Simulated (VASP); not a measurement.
# CuI (Cmcm) in VASP: a series of runs, part 2 of 3

VASP 6.6.1.

## (5) Single point, PBE (epitaxial xy strain +1.9%)

Input file INCAR:

```
ALGO = Normal
EDIFF = 1E-6
ENCUT = 520
GGA = PE
ISIF = 2
ISMEAR = -1
LASPH = T
LCHARG = F
LREAL = F
LWAVE = F
NBANDS = 26
NELM = 100
PREC = Accurate
SIGMA = 0.02
```

Input file KPOINTS:

```
k-points
0
Gamma
  6 6 6
```

Input file POSCAR:

```
CuI
1.0
    3.5710179152     -3.6621415940      0.0000000000
    3.5710179152      3.6621415940      0.0000000000
    0.0000000000      0.0000000000      4.2979581156
Cu I
2 2
Direct
    0.4184084292      0.5815915708      0.7500000000
    0.5815915708      0.4184084292      0.2500000000
    0.7740538544      0.2259461456      0.7500000000
    0.2259461456      0.7740538544      0.2500000000
```

Potentials or basis: VASP PAW PBE potentials, release 64 (Cu, I).

Started as:

```
$ cat potpaw_PBE.64/Cu/POTCAR potpaw_PBE.64/I/POTCAR > POTCAR
$ mpirun -np 1 vasp_std > vasp.out
```

OUTCAR:

```text
EDIFF = 1E-6
   ENCUT = 520
   GGA = PE
   ISIF = 2
   ISMEAR = -1
   LASPH = T
   LREAL = F
   NELM = 100
   PREC = Accurate

 ion  position               nearest neighbor table
   1  0.418  0.582  0.750-   2 2.46   2 2.46   4 2.57   4 2.57   3 2.60
   2  0.582  0.418  0.250-   1 2.46   1 2.46   3 2.57   3 2.57   4 2.60
   3  0.774  0.226  0.750-   2 2.57   2 2.57   1 2.60
   4  0.226  0.774  0.250-   1 2.57   1 2.57   2 2.60

  LATTYP: Found a base centered orthorhombic cell.
 ALAT       =     7.1420358304
 B/A-ratio  =     1.0255175642
 C/A-ratio  =     0.6017833315

  Lattice vectors:

 A1 = (   3.5710179152,  -3.6621415940,   0.0000000000)
 A2 = (   3.5710179152,   3.6621415940,   0.0000000000)
 A3 = (   0.0000000000,   0.0000000000,   4.2979581156)

Analysis of symmetry for initial positions (statically):
=====================================================================
 Subroutine PRICEL returns:
 Original cell was already a primitive cell.
[... 167 lines left out ...]

 Free energy of the ion-electron system (eV)
  ---------------------------------------------------
  ext. energy  EPLUGINS =         0.00000000
  ---------------------------------------------------
  free energy    TOTEN  =       -10.87732860 eV

  energy without entropy =      -10.87732860  energy(sigma->0) =      -10.87732860

 E-fermi :   4.8598     XC(G=0):  -8.9127

 val. band max:        4.4286218496   @ k =   0.0000   0.0000   0.0000
 cond. band min:       5.3918370296   @ k =   0.0000   0.0000   0.0000
 fundamental gap:      0.9632151800
 Fermi energy:         4.8598314927

 k-point     1 :       0.0000    0.0000    0.0000
  band No.  band energies     occupation
      1      -9.5758      2.00000
      2      -8.6944      2.00000
      3      -1.1704      2.00000
      4       0.1608      2.00000
      5       0.2775      2.00000
      6       0.3985      2.00000
[... 685 lines left out ...]
     25      11.6794      0.00000
     26      12.3533      0.00000

 [... further k-points ...]
[... 5 lines left out ...]
  --------------------------------------------------------------------------------------
  -------------------------------------------------------------------------------------
  Total        1.0995105      1.3747572      1.8286509      0.0000000     -0.0000000      0.0000000
  in kB       15.6707811     19.5937353     26.0628593      0.0000000     -0.0000000      0.0000000
  external PRESSURE =      20.4424586 kB  Pullay stress =       0.0000000 kB

 VOLUME and BASIS-vectors are now :
 -----------------------------------------------------------------------------
  energy-cutoff  :      520.00
  volume of cell :      112.41
      direct lattice vectors                 reciprocal lattice vectors
     3.571017915 -3.662141594  0.000000000     0.140016100 -0.136532132  0.000000000
     3.571017915  3.662141594  0.000000000     0.140016100  0.136532132  0.000000000
     0.000000000  0.000000000  4.297958116     0.000000000  0.000000000  0.232668624

 POSITION                                       TOTAL-FORCE (eV/Angst)
 -----------------------------------------------------------------------------------
      3.57102      0.59760      3.22347         0.000000      0.083990     -0.000000
      3.57102     -0.59760      1.07449         0.000000     -0.083990      0.000000
      3.57102     -2.00725      3.22347         0.000000     -0.145854     -0.000000
      3.57102      2.00725      1.07449         0.000000      0.145854     -0.000000
 -----------------------------------------------------------------------------------
    total drift:                               -0.000000      0.000000      0.000000

  FREE ENERGIE OF THE ION-ELECTRON SYSTEM (eV)
  ---------------------------------------------------
  free  energy   TOTEN  =       -10.8773286033 eV

  energy  without entropy=      -10.8773286033  energy(sigma->0) =      -10.87732860
```

OSZICAR:

```text
N       E                     dE             d eps       ncg     rms          rms(c)
DAV:   1     0.273002345288E+03    0.27300E+03   -0.14951E+04  2704   0.149E+03
DAV:   2     0.155122863460E+02   -0.25749E+03   -0.24455E+03  2714   0.308E+02
DAV:   3    -0.102154513540E+02   -0.25728E+02   -0.25040E+02  3546   0.119E+02
DAV:   4    -0.115311744090E+02   -0.13157E+01   -0.13119E+01  3720   0.244E+01
DAV:   5    -0.115808024740E+02   -0.49628E-01   -0.49621E-01  4262   0.464E+00    0.940E+00
DAV:   6    -0.113334251581E+02    0.24738E+00   -0.10266E+01  3388   0.731E+01    0.616E+00
DAV:   7    -0.108741656537E+02    0.45926E+00   -0.24168E+00  3320   0.459E+01    0.312E+00
DAV:   8    -0.108913110918E+02   -0.17145E-01   -0.27586E-01  4246   0.761E+00    0.102E+00
DAV:   9    -0.108767653267E+02    0.14546E-01   -0.77680E-02  3616   0.712E+00    0.397E-01
DAV:  10    -0.108775037513E+02   -0.73842E-03   -0.52195E-03  4224   0.958E-01    0.267E-01
DAV:  11    -0.108773001754E+02    0.20358E-03   -0.15720E-03  3566   0.103E+00    0.118E-01
DAV:  12    -0.108773240213E+02   -0.23846E-04   -0.27337E-04  3972   0.137E-01    0.223E-02
DAV:  13    -0.108773266753E+02   -0.26540E-05   -0.11018E-05  4190   0.563E-02    0.131E-02
DAV:  14    -0.108773286655E+02   -0.19902E-05   -0.58822E-06  3272   0.162E-02    0.106E-02
DAV:  15    -0.108773286033E+02    0.62165E-07   -0.49088E-07  1896   0.204E-02
   1 F= -.10877329E+02 E0= -.10877329E+02  d E =-.195918E-11
```

Wall time 3.1 min (1 thread of Oxide Virtual Turin-like, shared host); peak memory 0.26 GiB.

Results:

| Property | Result |
| --- | --- |
| Free energy | -10.8773 eV |
| Pressure | 2.0 GPa |
| Largest force | 0.146 eV/Å |
| Band gap on the k mesh | 0.96 eV |

Forces on the atoms (eV/Å):
```
Cu   0.000  0.084  0.000
Cu   0.000 -0.084  0.000
I    0.000 -0.146  0.000
I    0.000  0.146  0.000
```

Stress tensor (GPa, compression positive):
```
1.57 0.00 0.00
0.00 1.96 0.00
0.00 0.00 2.61
```

Levels at points of the mesh, in eV from the valence-band top:
```csv
k point,band 16,band 17,band 18,band 19,band 20,band 21
"(0.00, 0.00, 0.00)",-1.54,-1.00,0.00,0.96,1.58,2.31
"(0.50, 0.00, 0.00)",-1.42,-1.39,-0.46,2.66,2.98,3.62
"(0.50, 0.50, 0.00)",-1.09,-0.80,-0.26,1.56,2.76,4.06
"(0.00, 0.00, 0.50)",-1.88,-1.68,-1.68,3.65,3.65,3.81
"(0.50, 0.00, 0.50)",-1.89,-1.33,-1.33,2.08,2.08,3.45
"(0.50, 0.50, 0.50)",-1.85,-1.67,-1.67,4.03,4.03,4.84
```

Caveat: the cell differs from its parent crystal (epitaxial xy strain +1.9%); spin-orbit coupling is left out, which moves the levels of the heavy elements. A k mesh can miss the band edges.

## (6) Single point, PBE (uniaxial x strain +4.6%)

Input file INCAR:

```
SYSTEM = CuI
ALGO     = Normal         ! electronic algorithm
EDIFF    = 1E-6           ! SCF threshold, eV
ENCUT    = 520            ! plane-wave cutoff, eV
GGA      = PE             ! functional
ISIF     = 2              ! what is computed and relaxed
ISMEAR   = -1             ! smearing method
LASPH    = .True.         ! aspherical terms in the spheres
LCHARG   = .True.         ! write CHGCAR
LELF     = .True.         ! ELF
LREAL    = .False.        ! projectors in reciprocal space
LVHAR    = .True.       
LWAVE    = .False.        ! write WAVECAR
NBANDS   = 26             ! bands
NELM     = 80             ! most SCF steps
PREC     = Accurate       ! precision mode
SIGMA    = 0.02           ! smearing width, eV
```

Input file KPOINTS:

```
k-points
0
Gamma
  6 6 6
  0 0 0
```

Input file POSCAR:

```
CuI
1.0
    3.6638671840     -3.5931530553      0.0000000000
    3.6638671840      3.5931530553      0.0000000000
    0.0000000000      0.0000000000      4.3220095893
Cu I
2 2
Direct
    0.4167892457      0.5832107543      0.7500000000
    0.5832107543      0.4167892457      0.2500000000
    0.7771457988      0.2228542012      0.7500000000
    0.2228542012      0.7771457988      0.2500000000
```

Potentials or basis: VASP PAW PBE potentials, release 64 (Cu, I).

Started as:

```
$ cat potpaw_PBE.64/Cu/POTCAR potpaw_PBE.64/I/POTCAR > POTCAR
$ mpirun -np 1 vasp_std > vasp.out
```

OUTCAR:

```text
SYSTEM = CuI
   EDIFF = 1E-6
   ENCUT = 520
   GGA = PE
   ISIF = 2
   ISMEAR = -1
   LASPH = .True.
   LREAL = .False.
   NELM = 80
   PREC = Accurate

 ion  position               nearest neighbor table
   1  0.417  0.583  0.750-   2 2.47   2 2.47   4 2.57   4 2.57   3 2.59
   2  0.583  0.417  0.250-   1 2.47   1 2.47   3 2.57   3 2.57   4 2.59
   3  0.777  0.223  0.750-   2 2.57   2 2.57   1 2.59
   4  0.223  0.777  0.250-   1 2.57   1 2.57   2 2.59

  LATTYP: Found a base centered orthorhombic cell.
 ALAT       =     7.1863061106
 B/A-ratio  =     1.0196802440
 C/A-ratio  =     0.6014229735

  Lattice vectors:

 A1 = (  -3.6638671840,  -3.5931530553,   0.0000000000)
 A2 = (   3.6638671840,  -3.5931530553,   0.0000000000)
 A3 = (   0.0000000000,   0.0000000000,   4.3220095893)

Analysis of symmetry for initial positions (statically):
=====================================================================
 Subroutine PRICEL returns:
 Original cell was already a primitive cell.

 Routine SETGRP: Setting up the symmetry group for a
 base centered orthorhombic supercell.

 Subroutine GETGRP returns: Found  8 space group operations
 (whereof  4 operations were pure point group operations)
 out of a pool of  8 trial point group operations.

The static configuration has the point symmetry C_2h.
 The point group associated with its full space group is D_2h.

Analysis of symmetry for dynamics (positions and initial velocities):
=====================================================================
 Subroutine PRICEL returns:
 Original cell was already a primitive cell.

 Routine SETGRP: Setting up the symmetry group for a
 base centered orthorhombic supercell.

 Subroutine GETGRP returns: Found  8 space group operations
 (whereof  4 operations were pure point group operations)
 out of a pool of  8 trial point group operations.

The dynamic configuration has the point symmetry C_2h.
[... 122 lines left out ...]
   IMIX   =      4    mixing-type and parameters
     AMIX     =   0.40;   BMIX     =  1.00
     AMIX_MAG =   1.60;   BMIX_MAG =  1.00
  volume/ion in A,a.u.               =      28.45       191.99
  Fermi-wavevector in a.u.,A,eV,Ry     =   1.115489  2.107968 16.929942  1.244316
  Thomas-Fermi vector in A             =   2.252094
   LORBIT       =      0    0 simple, 1 ext, 2 COOP (PROOUT), +10 PAW based schemes
   GGA     = PE    functional components
   LHFCALC =     F    Hartree Fock is set to
   AEXX    =    0.0000 exact exchange contribution
   IVDW    =     0    specifies the selected vdW correction
   LEPSILON=     F    determine dielectric tensor
   LRPA    =     F    only Hartree local field effects (RPA)
 non-spin polarized calculation
  energy-cutoff  :      520.00
  volume of cell :      113.80
 maximum number of plane-waves:      3086
 NGX is ok and might be reduce to    40
   NGX = 19   NGY = 19   NGZ = 17

 number of electron      36.0000004 magnetization

 Free energy of the ion-electron system (eV)
  ---------------------------------------------------
  ext. energy  EPLUGINS =         0.00000000
  ---------------------------------------------------
  free energy    TOTEN  =       -10.88798615 eV

  energy without entropy =      -10.88798615  energy(sigma->0) =      -10.88798615

 E-fermi :   4.7040     XC(G=0):  -8.8471

 val. band max:        4.3204747578   @ k =   0.0000   0.0000   0.0000
 cond. band min:       5.3272809816   @ k =   0.0000   0.0000   0.0000
 fundamental gap:      1.0068062238
 Fermi energy:         4.7040090637

 k-point     1 :       0.0000    0.0000    0.0000
  band No.  band energies     occupation
      1      -9.6813      2.00000
      2      -8.8137      2.00000
      3      -1.3467      2.00000
      4       0.1088      2.00000
      5       0.2606      2.00000
      6       0.2937      2.00000
[... 685 lines left out ...]
     25      11.6162      0.00000
     26      12.1148      0.00000

 [... further k-points ...]

------------------------ aborting loop because EDIFF is reached ----------------------------------------

  FORCE on cell =-STRESS in cart. coord.  units (eV):
  Direction    XX          YY          ZZ          XY          YZ          ZX
  --------------------------------------------------------------------------------------
  -------------------------------------------------------------------------------------
  Total        0.7756110      1.8847185      1.4761609      0.0000000      0.0000000      0.0000000
  in kB       10.9200192     26.5354162     20.7832339      0.0000000      0.0000000      0.0000000
  external PRESSURE =      19.4128898 kB  Pullay stress =       0.0000000 kB

 VOLUME and BASIS-vectors are now :
 -----------------------------------------------------------------------------
  energy-cutoff  :      520.00
  volume of cell :      113.80
      direct lattice vectors                 reciprocal lattice vectors
     3.663867184 -3.593153055  0.000000000     0.136467829 -0.139153549  0.000000000
     3.663867184  3.593153055  0.000000000     0.136467829  0.139153549  0.000000000
     0.000000000  0.000000000  4.322009589     0.000000000  0.000000000  0.231373850

 POSITION                                       TOTAL-FORCE (eV/Angst)
 -----------------------------------------------------------------------------------
      3.66387      0.59798      3.24151         0.000000      0.082216      0.000000
      3.66387     -0.59798      1.08050         0.000000     -0.082216     -0.000000
      3.66387     -1.99165      3.24151         0.000000     -0.164405      0.000000
      3.66387      1.99165      1.08050         0.000000      0.164405     -0.000000
 -----------------------------------------------------------------------------------
    total drift:                               -0.000000     -0.000000     -0.000000

  FREE ENERGIE OF THE ION-ELECTRON SYSTEM (eV)
  ---------------------------------------------------
  free  energy   TOTEN  =       -10.8879861482 eV

  energy  without entropy=      -10.8879861481  energy(sigma->0) =      -10.88798615
```

It took 2.6 min on 1 thread of Oxide Virtual Turin-like, shared host; peak memory 0.26 GiB.

What came out:

* Free energy: -10.8880 eV
* Pressure: 1.9 GPa
* Largest force: 0.164 eV/Å
* Band gap on the k mesh: 1.01 eV

Forces in eV/Å, atoms in the order of the input:
```
Cu   0.000  0.082  0.000
Cu   0.000 -0.082  0.000
I    0.000 -0.164  0.000
I    0.000  0.164  0.000
```

Caveat: the cell differs from its parent crystal (uniaxial x strain +4.6%); spin-orbit coupling is left out, which moves the levels of the heavy elements. A k mesh can miss the band edges.

(Part 2 of 3 ends here.)
